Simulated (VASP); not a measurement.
A run of VASP 6.6.1 is set up as follows.

File POSCAR:

```
TaSi2
1.0
    4.7800000000      0.0000000000      0.0000000000
   -2.3900000000      4.1396014301      0.0000000000
    0.0000000000      0.0000000000      6.5640000000
Ta Si
3 6
Direct
    0.0000000000      0.5000000000      0.1666666667
    0.5000000000      0.5000000000      0.8333333333
    0.5000000000      0.0000000000      0.5000000000
    0.3333000000      0.1666500000      0.1666666667
    0.1666500000      0.8333500000      0.8333333333
    0.8333500000      0.6667000000      0.5000000000
    0.6667000000      0.8333500000      0.1666666667
    0.8333500000      0.1666500000      0.8333333333
    0.1666500000      0.3333000000      0.5000000000
```

File INCAR.step1:

```
SYSTEM = TaSi2
PREC = Accurate ; ENCUT = 520
ISMEAR = -1 ; SIGMA = 0.05
LREAL = .False. ; LASPH = .True.
NELM = 150 ; LMAXMIX = 4
LDAU = .True. ; LDAUTYPE = 2
LDAUL = 2 -1 ; LDAUU = 5 0
LDAUJ = 0 0 ; NBANDS = 38
GGA = PE ; ALGO = Normal
EDIFF = 1E-4 ; LWAVE = .True.
LCHARG = .False.
```

File INCAR.step2:

```
SYSTEM = TaSi2
PREC = Accurate ; ENCUT = 520
EDIFF = 1E-6 ; ISMEAR = -1
SIGMA = 0.05 ; LREAL = .False.
LASPH = .True. ; NELM = 150
ALGO = Normal ; ISIF = 2
LWAVE = .False. ; LCHARG = .False.
LMAXMIX = 4 ; LDAU = .True.
LDAUTYPE = 2 ; LDAUL = 2 -1
LDAUU = 5 0 ; LDAUJ = 0 0
LDAUPRINT = 1 ; METAGGA = R2SCAN
LMIXTAU = .True. ; NBANDS = 38
ISTART = 1
```

KPOINTS

```
regular mesh
0
Gamma
  5 5 3
  0 0 0
```

Potentials or basis: VASP PAW PBE potentials, release 64 (Ta_pv, Si).

Launch:

```bash
$ cat potpaw_PBE.64/Ta_pv/POTCAR potpaw_PBE.64/Si/POTCAR > POTCAR
$ cp INCAR.step1 INCAR
$ mpirun -np 1 vasp_std > vasp.out
$ cp INCAR.step2 INCAR
$ mpirun -np 1 vasp_std > vasp.out
```

(1) What does it give for the largest force?

(2) What does it give for the band gap on the k mesh?

## Answers

(1) 0.987 eV/Å.

(2) zero (an odd number of electrons rules out a gap without spin polarisation).

Caveat: the PAW data sets were made with another functional, which shifts forces and pressure a little; spin-orbit coupling is left out, which moves the levels of the heavy elements; U without spin polarisation on a metal has little footing; the U is typed as a test and isn't derived for this compound.
